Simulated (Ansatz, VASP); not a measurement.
InAs: VASP beside Ansatz

File INCAR:

```
PREC = Accurate
ENCUT = 520
EDIFF = 1E-7
ISMEAR = 0
SIGMA = 0.05
LREAL = False
LASPH = True
NELM = 100
ALGO = Normal
ISIF = 2
LWAVE = False
LCHARG = True
GGA = B5
ALDAX = 1.0
AGGAX = 1.0
AGGAC = 1.0
ALDAC = 0.0
LELF = True
LVHAR = True
NBANDS = 16
```

The input KPOINTS:

```
Automatic mesh
0
Gamma
  6 6 6
```

POSCAR

```
InAs
1.0
    0.0000000000      3.1370486871      3.1370486871
    3.1370486871      0.0000000000      3.1370486871
    3.1370486871      3.1370486871      0.0000000000
In As
1 1
Direct
    0.0000000000      0.0000000000      0.0000000000
    0.7500000000      0.7500000000      0.7500000000
```

Input for Ansatz:

```yaml
crystal:
  lattice:
    - [0.0, 3.1370486871, 3.1370486871]
    - [3.1370486871, 0.0, 3.1370486871]
    - [3.1370486871, 3.1370486871, 0.0]
  atoms:
    - { symbol: In, position: [0.0, 0.0, 0.0] }
    - { symbol: As, position: [0.75, 0.75, 0.75] }
basis:
  ecutwfc: 420
  ecutrho_ratio: 4
kpoints:
  mp_grid: { grid: [6, 6, 6] }
hamiltonian:
  xc: blyp
scf:
  occupations: { method: gaussian, width: 0.05 }
output:
  forces: true
  stress: true
  eigenvalues: true
```

Alike in both runs: task single point; functional BLYP; k mesh 6 × 6 × 6; occupations gaussian, width 0.05 eV; no spin polarisation.

|  | VASP | Ansatz |
| --- | --- | --- |
| version | VASP 6.6.1 | Ansatz 0.2.0 |
| potentials or method | VASP PAW PBE potentials, release 64 (In_d, As), cutoff 520 eV | scalar-relativistic, plane waves, PAW |
| valence electrons in the cell | 18 | 28 |

VASP gave:

```
gap on the k mesh at the Fermi level (eV) : none
pressure (GPa)                            : 0.9
```

Q: Which values does Ansatz return?

A: gap on the k mesh at the Fermi level (eV): none; pressure (GPa): 0.8.

VASP's potentials were made for PBE, not for BLYP. A gap of «none» marks a metal or a gap that the smearing closes. VASP's potentials hold 18 valence electrons a cell and Ansatz's 28, so a difference there can come from the potentials and not from the codes.
